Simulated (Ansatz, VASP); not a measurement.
TaSb in VASP and in Ansatz

```
CELL_PARAMETERS angstrom
0.00000 2.57214 2.57214
2.57214 0.00000 2.57214
2.57214 2.57214 0.00000
ATOMIC_POSITIONS crystal
Ta 0.00000 0.00000 0.00000
Sb 0.50000 0.50000 0.50000
```

Change from the starting cell: volume scaled by 0.8, LAPW.

Alike in both runs: task single point; functional LDA; k mesh 13 × 13 × 13; occupations fermi-dirac, width 0.05 eV; no spin polarisation.

|  | VASP | Ansatz |
| --- | --- | --- |
| version | VASP 6.6.1 | Ansatz 0.2.0 |
| potentials or method | VASP PAW LDA potentials, release 64 (Ta_pv, Sb), cutoff 520 eV | all-electron LAPW, scalar-relativistic |

Ansatz gave:

```
pressure (GPa) : 49.7
```

Q: Estimate VASP's values.

A: Pressure (GPa): 51.2.

LDA's correlation is that of Perdew and Zunger in VASP and of Perdew and Wang (1992) in Ansatz. Both programs put the cell under a high pressure, so it lies far from rest at this level. Ansatz ran all-electron here, and VASP with PAW potentials.

Spin-orbit coupling is off throughout.
